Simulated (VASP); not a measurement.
# Rb4Te3Au3 (P-6m2) in VASP: single point with PBE

Aim: the single point of Rb4Te3Au3 with PBE.

Program: VASP 6.6.1. These are calculated values, not measurements. Logs are shortened: lines on timing, memory, paths and dates and some standing lists are left out, and cuts for length are marked.

### 1 The cell of the first run

Symmetry: P-6m2, No. 187, hexagonal system. Conventional cell: a = 6.790 Å, b = 6.790 Å, c = 9.754 Å, α = 90.00°, β = 90.00°, γ = 120.00°. Rb (site symmetry mm2) has 2 Au at 2.29 Å and 2 Rb at 2.82 Å within 3.0 Å. Rb (site symmetry -6m2) has 9 Te at 3.92 to 4.17 Å within 5.1 Å. Te (site symmetry -6m2) has 3 Rb at 3.92 Å and 6 Te at 4.17 Å and 6 Au at 5.14 Å within 5.2 Å. Te (site symmetry 3m) has 1 Te at 2.84 Å and 3 Rb at 3.82 Å within 3.9 Å. Within 3.0 Å of Au (site symmetry mm2) lie 2 Rb at 2.29 Å and 2 Au at 2.83 Å.

The cell was built from a structure type or drawn by symmetry, and may not be a known phase.

### 2 Single point, PBE

File INCAR:

```
PREC     = Accurate       # precision mode
ENCUT    = 520            # plane-wave cutoff, eV
EDIFF    = 1E-6           # SCF threshold, eV
ISMEAR   = 0              # smearing method
SIGMA    = 0.1            # smearing width, eV
LREAL    = False          # projectors in reciprocal space
LASPH    = True           # aspherical terms in the spheres
NELM     = 100            # most SCF steps
ALGO     = Fast           # electronic algorithm
ISIF     = 2              # what is computed and relaxed
LWAVE    = False          # write WAVECAR
LCHARG   = False          # write CHGCAR
GGA      = PE             # functional
NBANDS   = 54             # bands
```

File KPOINTS:

```
Automatic mesh
0
Gamma
  3 3 2
```

File POSCAR:

```
Rb4Te3Au3
1.0
    6.7903315700      0.0000000000      0.0000000000
   -3.3951657800      5.8805996400      0.0000000000
    0.0000000000      0.0000000000      9.7543520700
Rb Te Au
4 3 3
Direct
    0.8616402400      0.1383597600      0.5000000000
    0.8616402400      0.7232804900      0.5000000000
    0.2767195100      0.1383597600      0.5000000000
    0.6666666700      0.3333333300      0.0000000000
    0.3333333300      0.6666666700      0.0000000000
    0.0000000000      0.0000000000      0.8542417300
    0.0000000000      0.0000000000      0.1457582700
    0.4724169000      0.5275831000      0.5000000000
    0.4724169000      0.9448338000      0.5000000000
    0.0551662000      0.5275831000      0.5000000000
```

Potentials or basis: VASP PAW PBE potentials, release 64 (Rb_sv, Te, Au).

On the command line:

```console
> cat potpaw_PBE.64/Rb_sv/POTCAR potpaw_PBE.64/Te/POTCAR potpaw_PBE.64/Au/POTCAR > POTCAR
> mpirun -np 1 vasp_std > vasp.out
```

OUTCAR:

```text
PREC = Accurate
   ENCUT = 520
   EDIFF = 1E-6
   ISMEAR = 0
   LREAL = False
   LASPH = True
   NELM = 100
   ISIF = 2
   GGA = PE

 ion  position               nearest neighbor table
   1  0.862  0.138  0.500-  10 2.29   9 2.29   2 2.82   3 2.82   8 3.64   8 3.64   7 3.82   6 3.82
                             2 3.97   3 3.97   8 4.58   4 5.39   4 5.39
   2  0.862  0.723  0.500-   8 2.29  10 2.29   1 2.82   3 2.82   9 3.64   9 3.64   7 3.82   6 3.82
                             1 3.97   3 3.97   9 4.58   4 5.39   4 5.39
   3  0.277  0.138  0.500-   8 2.29   9 2.29   1 2.82   2 2.82  10 3.64  10 3.64   6 3.82   7 3.82
                             1 3.97   2 3.97  10 4.58   4 5.39   4 5.39
   4  0.667  0.333  0.000-   5 3.92   5 3.92   5 3.92   7 4.17   6 4.17   6 4.17   7 4.17   6 4.17
                             7 4.17   1 5.39   1 5.39   2 5.39   2 5.39   3 5.39   3 5.39
   5  0.333  0.667  0.000-   4 3.92   4 3.92   4 3.92
   6  0.000  0.000  0.854-   7 2.84   2 3.82   3 3.82   1 3.82   4 4.17   4 4.17   4 4.17
   7  0.000  0.000  0.146-   6 2.84   2 3.82   3 3.82   1 3.82   4 4.17   4 4.17   4 4.17
   8  0.472  0.528  0.500-   3 2.29   2 2.29   9 2.83  10 2.83   1 3.64   1 3.64   1 4.58
   9  0.472  0.945  0.500-   1 2.29   3 2.29   8 2.83  10 2.83   2 3.64   2 3.64   2 4.58
  10  0.055  0.528  0.500-   1 2.29   2 2.29   8 2.83   9 2.83   3 3.64   3 3.64   3 4.58

 -----------------------------------------------------------------------------
|                                                                             |
|           W    W    AA    RRRRR   N    N  II  N    N   GGGG   !!!           |
|           W    W   A  A   R    R  NN   N  II  NN   N  G    G  !!!           |
|           W    W  A    A  R    R  N N  N  II  N N  N  G       !!!           |
|           W WW W  AAAAAA  RRRRR   N  N N  II  N  N N  G  GGG   !            |
|           WW  WW  A    A  R   R   N   NN  II  N   NN  G    G                |
|           W    W  A    A  R    R  N    N  II  N    N   GGGG   !!!           |
|                                                                             |
|     The distance between some ions is very small. Please check the          |
|     nearest-neighbor list in the OUTCAR file.                               |
|     I HOPE YOU KNOW WHAT YOU ARE DOING!                                     |
|                                                                             |
 -----------------------------------------------------------------------------

  LATTYP: Found a hexagonal cell.
 ALAT       =     6.7903315700
 C/A-ratio  =     1.4365060041

  Lattice vectors:

 A1 = (   6.7903315700,   0.0000000000,   0.0000000000)
 A2 = (  -3.3951657800,   5.8805996400,   0.0000000000)
 A3 = (   0.0000000000,   0.0000000000,   9.7543520700)

Analysis of symmetry for initial positions (statically):
=====================================================================
 Subroutine PRICEL returns:
 Original cell was already a primitive cell.

 Routine SETGRP: Setting up the symmetry group for a
 hexagonal supercell.

 Subroutine GETGRP returns: Found 12 space group operations
 (whereof 12 operations were pure point group operations)
 out of a pool of 24 trial point group operations.

The static configuration has the point symmetry D_3h.

Analysis of symmetry for dynamics (positions and initial velocities):
=====================================================================
 Subroutine PRICEL returns:
 Original cell was already a primitive cell.

 Routine SETGRP: Setting up the symmetry group for a
 hexagonal supercell.

 Subroutine GETGRP returns: Found 12 space group operations
 (whereof 12 operations were pure point group operations)
 out of a pool of 24 trial point group operations.

The dynamic configuration has the point symmetry D_3h.

 Subroutine INISYM returns: Found 12 space group operations
 (whereof 12 operations are pure point group operations),
 and found     1 'primitive' translations

----------------------------------------------------------------------------------------

                                     Primitive cell

  volume of cell :     389.5032

  direct lattice vectors                    reciprocal lattice vectors
     6.790331570  0.000000000  0.000000000     0.147268214  0.085025343  0.000000000
[... 42 lines left out ...]
     0.049089405  0.028341781  0.000000000     0.333333333  0.000000000  0.000000000
     0.000000000  0.056683562  0.000000000     0.000000000  0.333333333  0.000000000
     0.000000000  0.000000000  0.051259171     0.000000000  0.000000000  0.500000000

  Length of vectors
     0.056683562  0.056683562  0.051259171

  Shift w.r.t. Gamma in fractional coordinates (k-lattice)
     0.000000000  0.000000000  0.000000000

 Subroutine IBZKPT returns following result:
 ===========================================

 Found      6 irreducible k-points:

 Following reciprocal coordinates:
            Coordinates               Weight
  0.000000  0.000000  0.000000      1.000000
  0.333333 -0.000000  0.000000      6.000000
  0.333333  0.333333  0.000000      2.000000
  0.000000  0.000000  0.500000      1.000000
  0.333333 -0.000000  0.500000      6.000000
  0.333333  0.333333  0.500000      2.000000
   k-points           NKPTS =      6   k-points in BZ     NKDIM =      6   number of bands    NBANDS=     54
   number of dos      NEDOS =    301   number of ions     NIONS =     10
   total plane-waves  NPLWV = 233280
   dimension x,y,z NGX =    54 NGY =   54 NGZ =   80
   dimension x,y,z NGXF=   108 NGYF=  108 NGZF=  160
   ions per type =               4   3   3
   NGX,Y,Z   is equivalent  to a cutoff of  13.22, 13.22, 13.63 a.u.
   NGXF,Y,Z  is equivalent  to a cutoff of  26.44, 26.44, 27.27 a.u.
 SYSTEM =  unknown system
   PREC   = accura    normal or accurate (medium, high low for compatibility)
   ISTART =      0    job   : 0-new  1-cont  2-samecut
   ICHARG =      2    charge: 1-file 2-atom 10-const
   ISPIN  =      1    spin polarized calculation?
   LNONCOLLINEAR =      F non collinear calculations
   LSORBIT =      F    spin-orbit coupling
   LASPH  =      T    aspherical Exc in radial PAW
   ENCUT  =  520.0 eV  38.22 Ry    6.18 a.u.  12.63 12.63 18.14*2*pi/ulx,y,z
   NELM   =    100;   NELMIN=  2; NELMDL= -5     # of ELM steps
   EDIFF  = 0.1E-05   stopping-criterion for ELM
   LREAL  =      F    real-space projection
   EDIFFG = 0.1E-04   stopping-criterion for IOM
   NSW    =      0    number of steps for IOM
   IBRION =     -1    ionic relax: 0-MD 1-quasi-New 2-CG
   NFREE  =      0    steps in history (QN), initial steepest desc. (CG)
   ISIF   =      2    stress and relaxation
   ISYM   =      2    0-nonsym 1-usesym 2-fastsym
   POTIM  = 0.5000    time-step for ionic-motion
   TEBEG  =    0.0;   TEEND  =   0.0 temperature during run
   PSTRESS=    0.0 pullay stress
   NELECT =      87.0000    total number of electrons
   NUPDOWN=      -1.0000    fix difference up-down
   EMIN   =  10.00;   EMAX   =-10.00  energy-range for DOS
   EFERMI =   0.00;   METHOD = LEGACY
   ISMEAR =     0;   SIGMA  =   0.10  broadening in eV -4-tet -1-fermi 0-gaus
   EFERMI_NEDOS =   21; number of points for ismear=-14 and -15
   IALGO  =     68    algorithm
   IMIX   =      4    mixing-type and parameters
     AMIX     =   0.40;   BMIX     =  1.00
     AMIX_MAG =   1.60;   BMIX_MAG =  1.00
  volume/ion in A,a.u.               =      38.95       262.85
  Fermi-wavevector in a.u.,A,eV,Ry     =   0.993293  1.877052 13.423942  0.986632
  Thomas-Fermi vector in A             =   2.125165
   LORBIT       =      0    0 simple, 1 ext, 2 COOP (PROOUT), +10 PAW based schemes
   GGA     = PE    functional components
   LHFCALC =     F    Hartree Fock is set to
   AEXX    =    0.0000 exact exchange contribution
   IVDW    =     0    specifies the selected vdW correction
   LEPSILON=     F    determine dielectric tensor
   LRPA    =     F    only Hartree local field effects (RPA)
 non-spin polarized calculation
 RMM-DIIS sequential band-by-band and
 Gauss-broadening in eV      SIGMA  =   0.10
  energy-cutoff  :      520.00
  volume of cell :      389.50
 maximum number of plane-waves:     10572
 NGX is ok and might be reduce to    50
   NGX = 25   NGY = 25   NGZ = 37

 number of electron      87.0000001 magnetization

 Free energy of the ion-electron system (eV)
  ---------------------------------------------------
  ext. energy  EPLUGINS =         0.00000000
  ---------------------------------------------------
  free energy    TOTEN  =        -7.39879514 eV

  energy without entropy =       -7.32685917  energy(sigma->0) =       -7.36282716

 E-fermi :   2.4044     XC(G=0):  -7.8117

 val. band max:        2.3978990151   @ k =   0.3333  -0.0000   0.0000
 cond. band min:       2.5107727692   @ k =   0.0000   0.0000   0.0000
 fundamental gap:      0.1128737541
 Fermi energy:         2.4043951618

 k-point     1 :       0.0000    0.0000    0.0000
  band No.  band energies     occupation
      1     -27.1795      2.00000
      2     -26.5130      2.00000
      3     -26.5130      2.00000
      4     -24.4498      2.00000
      5     -12.9942      2.00000
      6     -12.7862      2.00000
[... 331 lines left out ...]
     53       5.9830      0.00000
     54       6.6341      0.00000

------------------------ aborting loop because EDIFF is reached ----------------------------------------

  FORCE on cell =-STRESS in cart. coord.  units (eV):
  Direction    XX          YY          ZZ          XY          YZ          ZX
  --------------------------------------------------------------------------------------
  -------------------------------------------------------------------------------------
  Total       58.0681716     58.0681716     -6.2413750      0.0000000      0.0000000      0.0000000
  in kB      238.8568567    238.8568568    -25.6731901      0.0000002      0.0000000      0.0000000
  external PRESSURE =     150.6801745 kB  Pullay stress =       0.0000000 kB

 VOLUME and BASIS-vectors are now :
 -----------------------------------------------------------------------------
  energy-cutoff  :      520.00
  volume of cell :      389.50
      direct lattice vectors                 reciprocal lattice vectors
     6.790331570  0.000000000  0.000000000     0.147268214  0.085025343  0.000000000
    -3.395165780  5.880599640  0.000000000     0.000000000  0.170050686  0.000000000
     0.000000000  0.000000000  9.754352070     0.000000000  0.000000000  0.102518342

 POSITION                                       TOTAL-FORCE (eV/Angst)
 -----------------------------------------------------------------------------------
      5.38107      0.81364      4.87718         3.501157     -2.021394      0.000000
      3.39517      4.25332      4.87718         0.000000      4.042788      0.000000
      1.40926      0.81364      4.87718        -3.501157     -2.021394      0.000000
      3.39517      1.96020      0.00000         0.000000     -0.000000      0.000000
     -0.00000      3.92040      0.00000         0.000000     -0.000000      0.000000
      0.00000      0.00000      8.33257         0.000000     -0.000000      0.493145
      0.00000      0.00000      1.42178         0.000000     -0.000000     -0.493145
      1.41664      3.10250      4.87718        -5.645723      3.259560      0.000000
      0.00000      5.55619      4.87718        -0.000000     -6.519120     -0.000000
     -1.41664      3.10250      4.87718         5.645723      3.259560      0.000000
 -----------------------------------------------------------------------------------
    total drift:                                0.000033     -0.000019      0.000000

  FREE ENERGIE OF THE ION-ELECTRON SYSTEM (eV)
  ---------------------------------------------------
  free  energy   TOTEN  =        -7.3987951406 eV

  energy  without entropy=       -7.3268591699  energy(sigma->0) =       -7.36282716
```

Wall time 5.3 min (1 thread of Intel Xeon Platinum 8259CL at 2.50GHz (Skylake/Cascade Lake), shared host); peak memory 0.57 GiB.

What came out:

* Free energy: -7.3988 eV
* Pressure: 15.1 GPa
* Largest force: 6.519 eV/Å
* Band gap on the k mesh: zero (an odd number of electrons rules out a gap without spin polarisation)

Forces in eV/Å, atoms in the order of the input:
```
Rb   3.501 -2.021  0.000
Rb   0.000  4.043  0.000
Rb  -3.501 -2.021  0.000
Rb   0.000  0.000  0.000
Te   0.000  0.000  0.000
Te   0.000  0.000  0.493
Te   0.000  0.000 -0.493
Au  -5.646  3.260  0.000
Au   0.000 -6.519  0.000
Au   5.646  3.260  0.000
```

Stress tensor (GPa, compression positive):
```
23.89  0.00  0.00
 0.00 23.89  0.00
 0.00  0.00 -2.57
```

Levels at points of the mesh, in eV from the Fermi level:
```csv
k point,band 41,band 42,band 43,band 44,band 45,band 46,band 47,band 48
"(0.00, 0.00, 0.00)",-0.59,-0.56,-0.56,-0.18,-0.18,0.11,0.47,0.93
"(0.00, 0.00, 0.50)",-0.53,-0.47,-0.47,-0.22,-0.22,-0.17,0.43,0.70
```

Caveat: the cell stands under pressure; spin-orbit coupling is left out, which moves the levels of the heavy elements; forces of over 1 eV/Å act on the atoms, so gaps and moduli don't describe the material at rest.
